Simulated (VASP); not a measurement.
# Si (a cell with a defect) in VASP: single point with PBEsol

Aim: the single point of Si (a cell with a defect) with PBEsol.

All numbers are computed with VASP 6.6.1; they aren't measurements. Logs are shortened: lines on timing, memory, paths and dates and some standing lists are left out, and cuts for length are marked.

## Step 1: The cell of the first run

The cell holds a defect, 31 atoms: a = 9.412 Å, b = 9.412 Å, c = 9.412 Å, α = 109.47°, β = 109.47°, γ = 109.47°.

## Step 2: Single point, PBEsol

Input file INCAR:

```
PREC = Accurate ; ENCUT = 520
EDIFF = 1E-7 ; ISMEAR = 0
SIGMA = 0.02 ; LREAL = Auto
LASPH = True ; NELM = 100
ALGO = Normal ; ISIF = 2
LWAVE = False ; LCHARG = True
GGA = PS ; LELF = True
LVHAR = True ; NELECT = 126.0
NBANDS = 83
```

Input file KPOINTS:

```
Automatic mesh
0
Gamma
  2 2 2
  0.5 0.5 0.5
```

Input file POSCAR:

```
Si
1.0
   -5.4338342764      5.4338342764     -5.4338342764
    5.4338342764     -5.4338342764     -5.4338342764
   -5.4338342764     -5.4338342764      5.4338342764
Si
31
Direct
    0.5000031031     -0.0000014723      0.1162367065
    0.2564520611      1.0000004092      0.4911173886
    0.9983660200      0.9999999491      0.7527085465
    0.7465292082      0.7484276835      0.2494277394
    0.7300272327      0.9999994891      1.0162077493
    0.4999992384      0.7564542441      0.4911126958
    0.2699749248      0.7699732431      0.7861842638
    0.0016341131      0.5016341797      0.2543424090
    1.0018998046      0.7534708075      1.0029008473
    0.7515728843      0.4981050879      0.5010023975
    0.4999998826      0.4983657694      0.7527079944
    0.2484287211      0.2465301538      0.2494304079
    0.2534680724      0.5018948612      0.0028968495
    0.9981000936      0.2515717135      0.5009997290
    0.7435455876      0.2435467172      0.7346604252
    0.5000012628      0.2300257859      0.0162115728
    0.7273779985      0.2273812445      0.4608133728
    0.4999998826      0.2431861983      0.7578906147
    0.2526226289      0.2514340575      0.0024011590
    0.0016947517      0.0000000000      0.4980323032
   -0.0011868231      0.2473778057      0.2497775845
    0.7431856208      0.0000000000      0.7578870261
    0.2568140523      0.7568141189      0.5147036803
    0.2726220427      0.0000009202      0.2334390295
    0.0011886634      0.7485658916      0.7509669586
    0.7514359644      0.7526217753      0.0023995027
    0.5000002506      0.5016986830      0.4980326713
    0.4999976742      0.7726187047      0.2334306560
    0.2485637087      0.5011850494      0.7509637380
   -0.0016974202      0.4983024624     -0.0036649075
    0.7473784244      0.4988140716      0.2497787807
```

Potentials or basis: VASP PAW PBE potentials, release 64 (Si).

The run is started by

```bash
$ cat potpaw_PBE.64/Si/POTCAR > POTCAR
$ mpirun -np 1 vasp_std > vasp.out
```

OUTCAR:

```text
PREC = Accurate
   ENCUT = 520
   EDIFF = 1E-7
   ISMEAR = 0
   LREAL = Auto
   LASPH = True
   NELM = 100
   ISIF = 2
   GGA = PS
   NELECT = 126.0

 ion  position               nearest neighbor table
   1  0.500  1.000  0.116-   5 2.63   7 2.63  16 2.63  28 2.71  17 2.71  24 2.71
   2  0.256  0.000  0.491-  18 2.37  23 2.37  20 2.42  24 2.48
   3  0.998  1.000  0.753-  25 2.37  19 2.37  20 2.41  22 2.42
   4  0.747  0.748  0.249-  31 2.35  26 2.35  28 2.37  20 2.37
   5  0.730  1.000  0.016-  26 2.37  21 2.37  22 2.48   1 2.63
   6  0.500  0.756  0.491-  22 2.37  23 2.37  27 2.42  28 2.48
   7  0.270  0.770  0.786-  29 2.37  25 2.37  23 2.48   1 2.63
[... 22 lines left out ...]
  30  0.998  0.498  0.996-   9 2.37  13 2.37   8 2.41  15 2.42
  31  0.747  0.499  0.250-   4 2.35  10 2.35  16 2.37   8 2.37

  LATTYP: Found a body centered cubic cell.
 ALAT       =    10.8676685528

  Lattice vectors:

 A1 = (  -5.4338342764,   5.4338342764,  -5.4338342764)
 A2 = (   5.4338342764,  -5.4338342764,  -5.4338342764)
 A3 = (  -5.4338342764,  -5.4338342764,   5.4338342764)

Analysis of symmetry for initial positions (statically):
=====================================================================
 Subroutine PRICEL returns:
 Original cell was already a primitive cell.

 Routine SETGRP: Setting up the symmetry group for a
 body centered cubic supercell.

 Subroutine GETGRP returns: Found  6 space group operations
 (whereof  2 operations were pure point group operations)
 out of a pool of 48 trial point group operations.

The static configuration has the point symmetry C_1h.
 The point group associated with its full space group is C_3v.

Analysis of symmetry for dynamics (positions and initial velocities):
=====================================================================
 Subroutine PRICEL returns:
 Original cell was already a primitive cell.

 Routine SETGRP: Setting up the symmetry group for a
 body centered cubic supercell.

 Subroutine GETGRP returns: Found  6 space group operations
 (whereof  2 operations were pure point group operations)
 out of a pool of 48 trial point group operations.

The dynamic configuration has the point symmetry C_1h.
 The point group associated with its full space group is C_3v.

 Subroutine INISYM returns: Found  6 space group operations
 (whereof  2 operations are pure point group operations),
 and found     1 'primitive' translations

----------------------------------------------------------------------------------------

                                     Primitive cell

  volume of cell :     641.7696

  direct lattice vectors                    reciprocal lattice vectors
    -5.433834276  5.433834276 -5.433834276    -0.092016056  0.000000000 -0.092016056
     5.433834276 -5.433834276 -5.433834276     0.000000000 -0.092016056 -0.092016056
    -5.433834276 -5.433834276  5.433834276    -0.092016056 -0.092016056  0.000000000

  length of vectors
     9.411677047  9.411677047  9.411677047     0.130130355  0.130130355  0.130130355

  position of ions in fractional coordinates (direct lattice)
     0.500003103  0.999998528  0.116236706
     0.256452061  0.000000409  0.491117389
     0.998366020  0.999999949  0.752708547
     0.746529208  0.748427683  0.249427739
     0.730027233  0.999999489  0.016207749
     0.499999238  0.756454244  0.491112696
[... 23 lines left out ...]
     0.998302580  0.498302462  0.996335092
     0.747378424  0.498814072  0.249778781

  ion indices of the primitive-cell ions
   primitive index   ion index
                 1           1
                 2           2
                 3           3
                 4           4
                 5           5
                 6           6
[... 23 lines left out ...]
                30          30
                31          31

----------------------------------------------------------------------------------------

 KPOINTS: Automatic mesh

Automatic generation of k-mesh.
 Grid dimensions read from file:
 generate k-points for:    2    2    2

 Generating k-lattice:

  Cartesian coordinates                     Fractional coordinates (reciprocal lattice)
    -0.046008028  0.000000000 -0.046008028     0.500000000  0.000000000  0.000000000
     0.000000000 -0.046008028 -0.046008028     0.000000000  0.500000000  0.000000000
    -0.046008028 -0.046008028  0.000000000     0.000000000  0.000000000  0.500000000

  Length of vectors
     0.065065177  0.065065177  0.065065177

  Shift w.r.t. Gamma in fractional coordinates (k-lattice)
     0.500000000  0.500000000  0.500000000

 Subroutine IBZKPT returns following result:
 ===========================================

 Found      2 irreducible k-points:

 Following reciprocal coordinates:
            Coordinates               Weight
  0.250000  0.250000  0.250000      2.000000
 -0.250000  0.250000  0.250000      6.000000
   k-points           NKPTS =      2   k-points in BZ     NKDIM =      2   number of bands    NBANDS=     83
   number of dos      NEDOS =    301   number of ions     NIONS =     31
   total plane-waves  NPLWV = 343000
   dimension x,y,z NGX =    70 NGY =   70 NGZ =   70
   dimension x,y,z NGXF=   140 NGYF=  140 NGZF=  140
   ions per type =              31
   NGX,Y,Z   is equivalent  to a cutoff of  12.36, 12.36, 12.36 a.u.
   NGXF,Y,Z  is equivalent  to a cutoff of  24.73, 24.73, 24.73 a.u.
 SYSTEM =  unknown system
   PREC   = accura    normal or accurate (medium, high low for compatibility)
   ISTART =      0    job   : 0-new  1-cont  2-samecut
   ICHARG =      2    charge: 1-file 2-atom 10-const
   ISPIN  =      1    spin polarized calculation?
   LNONCOLLINEAR =      F non collinear calculations
   LSORBIT =      F    spin-orbit coupling
   LASPH  =      T    aspherical Exc in radial PAW
   ENCUT  =  520.0 eV  38.22 Ry    6.18 a.u.  17.50 17.50 17.50*2*pi/ulx,y,z
   NELM   =    100;   NELMIN=  2; NELMDL= -5     # of ELM steps
   EDIFF  = 0.1E-06   stopping-criterion for ELM
   LREAL  =      T    real-space projection
   EDIFFG = 0.1E-05   stopping-criterion for IOM
   NSW    =      0    number of steps for IOM
   IBRION =     -1    ionic relax: 0-MD 1-quasi-New 2-CG
   NFREE  =      0    steps in history (QN), initial steepest desc. (CG)
   ISIF   =      2    stress and relaxation
   ISYM   =      2    0-nonsym 1-usesym 2-fastsym
   POTIM  = 0.5000    time-step for ionic-motion
   TEBEG  =    0.0;   TEEND  =   0.0 temperature during run
   PSTRESS=    0.0 pullay stress
   NELECT =     126.0000    total number of electrons
   NUPDOWN=      -1.0000    fix difference up-down
   EMIN   =  10.00;   EMAX   =-10.00  energy-range for DOS
   EFERMI =   0.00;   METHOD = LEGACY
   ISMEAR =     0;   SIGMA  =   0.02  broadening in eV -4-tet -1-fermi 0-gaus
   EFERMI_NEDOS =   21; number of points for ismear=-14 and -15
   IALGO  =     38    algorithm
   IMIX   =      4    mixing-type and parameters
     AMIX     =   0.40;   BMIX     =  1.00
     AMIX_MAG =   1.60;   BMIX_MAG =  1.00
  volume/ion in A,a.u.               =      20.70       139.71
  Fermi-wavevector in a.u.,A,eV,Ry     =   0.951492  1.798060 12.317867  0.905338
  Thomas-Fermi vector in A             =   2.079967
   LORBIT       =      0    0 simple, 1 ext, 2 COOP (PROOUT), +10 PAW based schemes
   GGA     = PS    functional components
   LHFCALC =     F    Hartree Fock is set to
   AEXX    =    0.0000 exact exchange contribution
   IVDW    =     0    specifies the selected vdW correction
   LEPSILON=     F    determine dielectric tensor
   LRPA    =     F    only Hartree local field effects (RPA)
 non-spin polarized calculation
 Gauss-broadening in eV      SIGMA  =   0.02
  energy-cutoff  :      520.00
  volume of cell :      641.77
 maximum number of plane-waves:     17304
 NGX is ok and might be reduce to    70
   NGX = 35   NGY = 35   NGZ = 35

 number of electron     125.9999999 magnetization

 Free energy of the ion-electron system (eV)
  ---------------------------------------------------
  ext. energy  EPLUGINS =         0.00000000
  ---------------------------------------------------
  free energy    TOTEN  =      -162.92596447 eV

  energy without entropy =     -162.92596447  energy(sigma->0) =     -162.92596447

 E-fermi :   5.7739     XC(G=0):  -9.5208

 val. band max:        5.6602197896   @ k =   0.2500   0.2500   0.2500
 cond. band min:       5.8850932606   @ k =  -0.2500   0.2500   0.2500
 fundamental gap:      0.2248734710
 Fermi energy:         5.7738821784

 k-point     1 :       0.2500    0.2500    0.2500
  band No.  band energies     occupation
      1      -5.5649      2.00000
      2      -5.5649      2.00000
      3      -5.5114      2.00000
      4      -5.3707      2.00000
      5      -3.7440      2.00000
      6      -3.7440      2.00000
[... 67 lines left out ...]
     74       7.1010      0.00000
     75       7.1010      0.00000

 k-point     2 :      -0.2500    0.2500    0.2500
  band No.  band energies     occupation
      1      -6.0351      2.00000
      2      -5.0524      2.00000
      3      -5.0179      2.00000
      4      -4.9475      2.00000
      5      -4.9138      2.00000
      6      -4.1908      2.00000
[... 67 lines left out ...]
     74       7.8766      0.00000
     75       7.9563      0.00000
 [bands above 75 left out]

------------------------ aborting loop because EDIFF is reached ----------------------------------------

  FORCE on cell =-STRESS in cart. coord.  units (eV):
  Direction    XX          YY          ZZ          XY          YZ          ZX
  --------------------------------------------------------------------------------------
  -------------------------------------------------------------------------------------
  Total        5.0007204      5.0007204      5.0007204     -6.8543058      6.8543058      6.8543058
  in kB       12.4842944     12.4842944     12.4842944    -17.1117687     17.1117687     17.1117687
  external PRESSURE =      12.4842944 kB  Pullay stress =       0.0000000 kB

 VOLUME and BASIS-vectors are now :
 -----------------------------------------------------------------------------
  energy-cutoff  :      520.00
  volume of cell :      641.77
      direct lattice vectors                 reciprocal lattice vectors
    -5.433834276  5.433834276 -5.433834276    -0.092016056  0.000000000 -0.092016056
     5.433834276 -5.433834276 -5.433834276     0.000000000 -0.092016056 -0.092016056
    -5.433834276 -5.433834276  5.433834276    -0.092016056 -0.092016056  0.000000000

 POSITION                                       TOTAL-FORCE (eV/Angst)
 -----------------------------------------------------------------------------------
      2.08528     -3.34850     -7.51915        -0.046527     -0.046527      0.046527
     -4.06217     -1.27513      1.27513        -0.009278      0.010569     -0.010569
     -4.08122     -4.09897     -6.76870        -0.001520     -0.004190      0.004190
     -1.34503     -1.36566     -6.76800         0.005965      0.019454      0.001045
      1.37891     -1.55505     -9.31261         0.007775     -0.004416      0.004416
     -1.27509     -4.06216     -4.15873         0.010569     -0.009278     -0.010569
[... 23 lines left out ...]
     -8.13084     -2.69700     -2.71838         0.003588      0.003588      0.009047
     -2.70791     -0.00660     -5.41435         0.007924     -0.003543     -0.006288
 -----------------------------------------------------------------------------------
    total drift:                               -0.000753      0.007543     -0.014414

  FREE ENERGIE OF THE ION-ELECTRON SYSTEM (eV)
  ---------------------------------------------------
  free  energy   TOTEN  =      -162.9259644705 eV

  energy  without entropy=     -162.9259644705  energy(sigma->0) =     -162.92596447
```

Run time: 2.8 min. Hardware: 1 thread of Oxide Virtual Turin-like, shared host; peak memory 0.61 GiB.

What came out:

| Quantity | Value |
| --- | --- |
| Free energy | -162.9260 eV |
| Largest force | 0.081 eV/Å |

Forces in eV/Å, atoms in the order of the input:
```
Si  -0.047 -0.047  0.047
Si  -0.009  0.011 -0.011
Si  -0.002 -0.004  0.004
Si   0.006  0.019  0.001
Si   0.008 -0.004  0.004
Si   0.011 -0.009 -0.011
Si  -0.004 -0.004 -0.008
Si  -0.004 -0.004  0.002
Si   0.019 -0.001 -0.006
Si  -0.001  0.006 -0.019
Si  -0.004 -0.002  0.004
Si   0.019  0.006  0.001
Si  -0.001  0.019 -0.006
Si   0.006 -0.001 -0.019
Si   0.011  0.011  0.009
Si  -0.004  0.008  0.004
Si  -0.010 -0.010  0.004
Si  -0.001  0.002  0.001
Si   0.006 -0.004 -0.008
Si  -0.009  0.004 -0.004
Si  -0.004  0.008 -0.006
Si   0.002 -0.001  0.001
Si  -0.001 -0.001 -0.002
Si  -0.004 -0.010  0.010
Si   0.006  0.008  0.004
Si  -0.004  0.006 -0.008
Si   0.004 -0.009 -0.004
Si  -0.010 -0.004  0.010
Si   0.008  0.006  0.004
Si   0.004  0.004  0.009
Si   0.008 -0.004 -0.006
```

Caveat: the cell carries a net charge on a neutralising background, which shifts energy and pressure; the cell is charged against a uniform background, so pressure and absolute levels hang on convention; the PAW data sets were made with another functional, which shifts forces and pressure a little.
